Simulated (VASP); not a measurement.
# CdI2: single point with LDA

CdI2:

```xyz
3
Lattice="4.2487 0.0000 0.0000 -2.1244 3.6795 0.0000 0.0000 0.0000 6.8836" Properties=species:S:1:pos:R:3 pbc="T T T"
Cd    0.0000    0.0000    0.0000
I     0.0000    2.4530    1.7179
I     2.1244    1.2265    5.1657
```

| Item | Value |
| --- | --- |
| Program | VASP 6.6.1 |
| Task | single point |
| Functional | LDA |
| Potentials or basis | VASP PAW LDA potentials, release 64 (Cd, I) |
| Cutoff | 500 eV |
| k mesh | 12 × 12 × 4 |
| Occupations | gaussian, width 0.01 eV |
| Spin | no spin polarisation |
| Dipole correction | no |
| Further INCAR settings | ALGO = Normal; EDIFF = 1e-06; NBANDS = 20 |

```yaml
Pressure: -1.9 GPa
Largest_force: 0.241 eV/Å
Band_gap_on_the_k_mesh: 2.19 eV (least direct gap 2.36 eV)
```

Forces on the atoms (eV/Å):
```
Cd   0.000  0.000  0.000
I    0.000  0.000 -0.241
I    0.000  0.000  0.241
```

Levels at points of the mesh, in eV from the valence-band top:
```tsv
k point	band 10	band 11	band 12	band 13	band 14	band 15	band 16	band 17
(0.00, 0.00, 0.00)	-0.32	-0.16	-0.16	-0.15	2.20	4.26	6.19	6.19
(0.50, 0.00, 0.00)	-2.03	-1.54	-0.74	-0.14	2.49	4.79	5.76	6.36
(0.00, 0.00, 0.50)	-0.44	-0.44	-0.01	-0.01	3.40	4.28	5.98	5.98
(0.50, 0.00, 0.50)	-1.33	-1.24	-0.52	-0.46	2.19	4.72	5.65	6.50
```

It took 55 s on 1 thread of AMD EPYC 9R45 (Zen 5), with other jobs on the host, peak memory 0.24 GiB.

Caveat: spin-orbit coupling is left out, which moves the levels of the heavy elements. A k mesh can miss the band edges.
